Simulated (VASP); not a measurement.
# Rh (I4/mmm) in VASP: notebook, part 2 of 2

VASP 6.6.1. Earlier steps stand in the parts before.

**3. Single point, PBE**

This run uses another cell than the first one, of 14.48 Å³/atom, 1.009 times its volume.

Input file INCAR:

```
  PREC = Accurate
  ENCUT = 520
  EDIFF = 1E-7
  ISMEAR = 0
  SIGMA = 0.1
  LREAL = False
  LASPH = True
  NELM = 100
  ALGO = Fast
  ISIF = 2
  LWAVE = False
  LCHARG = False
  GGA = PE
  NBANDS = 22
```

Input file KPOINTS:

```
regular mesh
0
Gamma
  9 9 18
```

Input file POSCAR:

```
Rh
1.0
    3.9364226082      0.0000000000      0.0000000000
    0.0000000000      3.9364226082      0.0000000000
   -1.9682113041      0.0000000000      1.8695737598
Rh
2
Direct
    0.0000000000      0.0000000000      0.0000000000
    0.5000000000      0.5000000000      0.0000000000
```

Potentials or basis: VASP PAW PBE potentials, release 64 (Rh_pv).

Run with:

```bash
$ cat potpaw_PBE.64/Rh_pv/POTCAR > POTCAR
$ mpirun -np 1 vasp_std > vasp.out
```

OUTCAR:

```text
PREC = Accurate
   ENCUT = 520
   EDIFF = 1E-7
   ISMEAR = 0
   LREAL = False
   LASPH = True
   NELM = 100
   ISIF = 2
   GGA = PE

 ion  position               nearest neighbor table
   1  0.000  0.000  0.000-   2 2.71   2 2.71   2 2.71   2 2.71   2 2.78   2 2.78   2 2.78   2 2.78

   2  0.500  0.500  0.000-   1 2.71   1 2.71   1 2.71   1 2.71   1 2.78   1 2.78   1 2.78   1 2.78

  LATTYP: Found a base centered orthorhombic cell.
 ALAT       =     3.7391475196
 B/A-ratio  =     1.0527593757
 C/A-ratio  =     1.0527593757

  Lattice vectors:

 A1 = (  -1.9682113041,   0.0000000000,   1.8695737598)
 A2 = (   1.9682113041,   0.0000000000,   1.8695737598)
 A3 = (   0.0000000000,   3.9364226082,   0.0000000000)

Analysis of symmetry for initial positions (statically):
=====================================================================
 Subroutine PRICEL returns following result:

  LATTYP: Found a body centered tetragonal cell.
 ALAT       =     2.7834711199
 C/A-ratio  =     1.3433397936

  Lattice vectors:

 A1 = (   0.0000000000,   1.9682113041,  -1.8695737598)
 A2 = (   0.0000000000,  -1.9682113041,  -1.8695737598)
 A3 = (  -1.9682113041,   0.0000000000,   1.8695737598)

   2 primitive cells build up your supercell.

 Routine SETGRP: Setting up the symmetry group for a
 base centered orthorhombic supercell.

 Subroutine GETGRP returns: Found  8 space group operations
 (whereof  8 operations were pure point group operations)
 out of a pool of  8 trial point group operations.

The static configuration has the point symmetry D_2h.

Analysis of symmetry for dynamics (positions and initial velocities):
=====================================================================
 Subroutine PRICEL returns following result:

  LATTYP: Found a body centered tetragonal cell.
 ALAT       =     2.7834711199
 C/A-ratio  =     1.3433397936

  Lattice vectors:

 A1 = (   0.0000000000,   1.9682113041,  -1.8695737598)
 A2 = (   0.0000000000,  -1.9682113041,  -1.8695737598)
 A3 = (  -1.9682113041,   0.0000000000,   1.8695737598)

   2 primitive cells build up your supercell.

 Routine SETGRP: Setting up the symmetry group for a
 base centered orthorhombic supercell.

 Subroutine GETGRP returns: Found  8 space group operations
 (whereof  8 operations were pure point group operations)
 out of a pool of  8 trial point group operations.

The dynamic configuration has the point symmetry D_2h.

 Subroutine INISYM returns: Found  8 space group operations
 (whereof  8 operations are pure point group operations),
 and found     2 'primitive' translations

----------------------------------------------------------------------------------------

                                     Primitive cell

  volume of cell :      14.4849

  direct lattice vectors                    reciprocal lattice vectors
     0.000000000  1.968211304 -1.869573760    -0.254037765  0.254037765 -0.267440638
     0.000000000 -1.968211304 -1.869573760    -0.254037765 -0.254037765 -0.267440638
    -1.968211304  0.000000000  1.869573760    -0.508075529  0.000000000  0.000000000

  length of vectors
     2.714620007  2.714620007  2.714620007     0.447878183  0.447878183  0.508075529

  position of ions in fractional coordinates (direct lattice)
     0.000000000  0.000000000  0.000000000

  ion indices of the primitive-cell ions
   primitive index   ion index
                 1           1

----------------------------------------------------------------------------------------

 KPOINTS: regular mesh

Automatic generation of k-mesh.
 Grid dimensions read from file:
 generate k-points for:    9    9   18

 Generating k-lattice:

  Cartesian coordinates                     Fractional coordinates (reciprocal lattice)
     0.028226418  0.000000000  0.029715626     0.111111111  0.000000000  0.000000000
     0.000000000  0.028226418  0.000000000     0.000000000  0.111111111  0.000000000
     0.000000000  0.000000000  0.029715626     0.000000000  0.000000000  0.055555556

  Length of vectors
     0.040984743  0.028226418  0.029715626

  Shift w.r.t. Gamma in fractional coordinates (k-lattice)
     0.000000000  0.000000000  0.000000000

 Subroutine IBZKPT returns following result:
 ===========================================

 Found    250 irreducible k-points:

 Following reciprocal coordinates:
            Coordinates               Weight
  0.000000  0.000000  0.000000      1.000000
  0.111111  0.000000 -0.000000      4.000000
  0.222222  0.000000 -0.000000      4.000000
  0.333333  0.000000 -0.000000      4.000000
  0.444444  0.000000 -0.000000      4.000000
  0.000000  0.111111  0.000000      2.000000
[... 16 lines left out ...]
  0.222222  0.444444 -0.000000      8.000000
  0.333333  0.444444 -0.000000      8.000000
 [... further k-points ...]
   k-points           NKPTS =    250   k-points in BZ     NKDIM =    250   number of bands    NBANDS=     22
   number of dos      NEDOS =    301   number of ions     NIONS =      2
   total plane-waves  NPLWV =  18000
   dimension x,y,z NGX =    30 NGY =   30 NGZ =   20
   dimension x,y,z NGXF=    60 NGYF=   60 NGZF=   40
   ions per type =               2
   NGX,Y,Z   is equivalent  to a cutoff of  12.67, 12.67, 12.25 a.u.
   NGXF,Y,Z  is equivalent  to a cutoff of  25.34, 25.34, 24.50 a.u.
 SYSTEM =  unknown system
   PREC   = accura    normal or accurate (medium, high low for compatibility)
   ISTART =      0    job   : 0-new  1-cont  2-samecut
   ICHARG =      2    charge: 1-file 2-atom 10-const
   ISPIN  =      1    spin polarized calculation?
   LNONCOLLINEAR =      F non collinear calculations
   LSORBIT =      F    spin-orbit coupling
   LASPH  =      T    aspherical Exc in radial PAW
   ENCUT  =  520.0 eV  38.22 Ry    6.18 a.u.   7.32  7.32  5.05*2*pi/ulx,y,z
   NELM   =    100;   NELMIN=  2; NELMDL= -5     # of ELM steps
   EDIFF  = 0.1E-06   stopping-criterion for ELM
   LREAL  =      F    real-space projection
   EDIFFG = 0.1E-05   stopping-criterion for IOM
   NSW    =      0    number of steps for IOM
   IBRION =     -1    ionic relax: 0-MD 1-quasi-New 2-CG
   NFREE  =      0    steps in history (QN), initial steepest desc. (CG)
   ISIF   =      2    stress and relaxation
   ISYM   =      2    0-nonsym 1-usesym 2-fastsym
   POTIM  = 0.5000    time-step for ionic-motion
   TEBEG  =    0.0;   TEEND  =   0.0 temperature during run
   PSTRESS=    0.0 pullay stress
   NELECT =      30.0000    total number of electrons
   NUPDOWN=      -1.0000    fix difference up-down
   EMIN   =  10.00;   EMAX   =-10.00  energy-range for DOS
   EFERMI =   0.00;   METHOD = LEGACY
   ISMEAR =     0;   SIGMA  =   0.10  broadening in eV -4-tet -1-fermi 0-gaus
   EFERMI_NEDOS =   21; number of points for ismear=-14 and -15
   IALGO  =     68    algorithm
   IMIX   =      4    mixing-type and parameters
     AMIX     =   0.40;   BMIX     =  1.00
     AMIX_MAG =   1.60;   BMIX_MAG =  1.00
  volume/ion in A,a.u.               =      14.48        97.75
  Fermi-wavevector in a.u.,A,eV,Ry     =   1.656278  3.129912 37.324275  2.743257
  Thomas-Fermi vector in A             =   2.744230
   LORBIT       =      0    0 simple, 1 ext, 2 COOP (PROOUT), +10 PAW based schemes
   GGA     = PE    functional components
   LHFCALC =     F    Hartree Fock is set to
   AEXX    =    0.0000 exact exchange contribution
   IVDW    =     0    specifies the selected vdW correction
   LEPSILON=     F    determine dielectric tensor
   LRPA    =     F    only Hartree local field effects (RPA)
 non-spin polarized calculation
 RMM-DIIS sequential band-by-band and
 Gauss-broadening in eV      SIGMA  =   0.10
  energy-cutoff  :      520.00
  volume of cell :       28.97
 maximum number of plane-waves:       800
 NGX is ok and might be reduce to    30
   NGX = 15   NGY = 15   NGZ = 11

 number of electron      29.9999988 magnetization

 Free energy of the ion-electron system (eV)
  ---------------------------------------------------
  ext. energy  EPLUGINS =         0.00000000
  ---------------------------------------------------
  free energy    TOTEN  =       -14.47071102 eV

  energy without entropy =      -14.45629016  energy(sigma->0) =      -14.46350059

 E-fermi :  10.9660     XC(G=0): -13.6968

 val. band max:       10.9646317528   @ k =   0.1111   0.1111   0.3889
 cond. band min:      10.9678520508   @ k =   0.1111   0.3333   0.1111
 fundamental gap:      0.0032202980
 Fermi energy:        10.9660285723

 k-point     1 :       0.0000    0.0000    0.0000
  band No.  band energies     occupation
      1     -35.8968      2.00000
      2     -35.5356      2.00000
      3     -35.4981      2.00000
      4     -35.3244      2.00000
      5     -35.3244      2.00000
      6     -35.2949      2.00000
[... 574 lines left out ...]
      6     -35.3678      2.00000
[... 14 lines left out ...]
     21      27.1211      0.00000
     22      27.2276      0.00000

 [... further k-points ...]
[... 5 lines left out ...]
  --------------------------------------------------------------------------------------
  -------------------------------------------------------------------------------------
  Total       -1.8708155     -1.8709066     -0.0053222      0.0000000      0.0000000     -0.0000000
  in kB     -103.4654873   -103.4705255     -0.2943438      0.0000000      0.0000000     -0.0000000
  external PRESSURE =     -69.0767856 kB  Pullay stress =       0.0000000 kB

 VOLUME and BASIS-vectors are now :
 -----------------------------------------------------------------------------
  energy-cutoff  :      520.00
  volume of cell :       28.97
      direct lattice vectors                 reciprocal lattice vectors
     3.936422608  0.000000000  0.000000000     0.254037765  0.000000000  0.267440638
     0.000000000  3.936422608  0.000000000     0.000000000  0.254037765  0.000000000
    -1.968211304  0.000000000  1.869573760     0.000000000  0.000000000  0.534881277

 POSITION                                       TOTAL-FORCE (eV/Angst)
 -----------------------------------------------------------------------------------
      0.00000      0.00000      0.00000        -0.000000      0.000000     -0.000000
      1.96821      1.96821      0.00000         0.000000     -0.000000      0.000000
 -----------------------------------------------------------------------------------
    total drift:                                0.000000      0.000000     -0.000000

  FREE ENERGIE OF THE ION-ELECTRON SYSTEM (eV)
  ---------------------------------------------------
  free  energy   TOTEN  =       -14.4707110152 eV

  energy  without entropy=      -14.4562901554  energy(sigma->0) =      -14.46350059
```

stdout:

```text
POSCAR found type information on POSCAR Rh
 POSCAR found :  1 types and       2 ions
 scaLAPACK will be used
 LDA part: xc-table for (Slater+PW92), standard interpolation
 POSCAR, INCAR and KPOINTS ok, starting setup
 FFT: planning ... GRIDC
 FFT: planning ... GRID_SOFT
 FFT: planning ... GRID
 WAVECAR not read
 entering main loop
```

Wall time 1.9 min (1 thread of Intel Xeon 6975P-C (Granite Rapids), shared host); peak memory 0.24 GiB.

What came out:

| Item | Value |
| --- | --- |
| Free energy | -14.4707 eV |
| Pressure | -6.9 GPa |
| Band gap on the k mesh | zero (band 15 reaches 11.96 eV, above the bottom of band 16 at 9.91 eV) |

Levels at points of the mesh, in eV from the Fermi level:
```tsv
k point	band 11	band 12	band 13	band 14	band 15	band 16	band 17	band 18	band 19	band 20
(0.00, 0.00, 0.00)	-2.98	-2.49	-1.22	-0.63	0.48	0.67	1.09	2.87	11.17	13.11
(0.00, 0.00, 0.50)	0.48	0.48	0.67	0.93	0.93	1.09	2.87	3.94	11.17	12.41
```
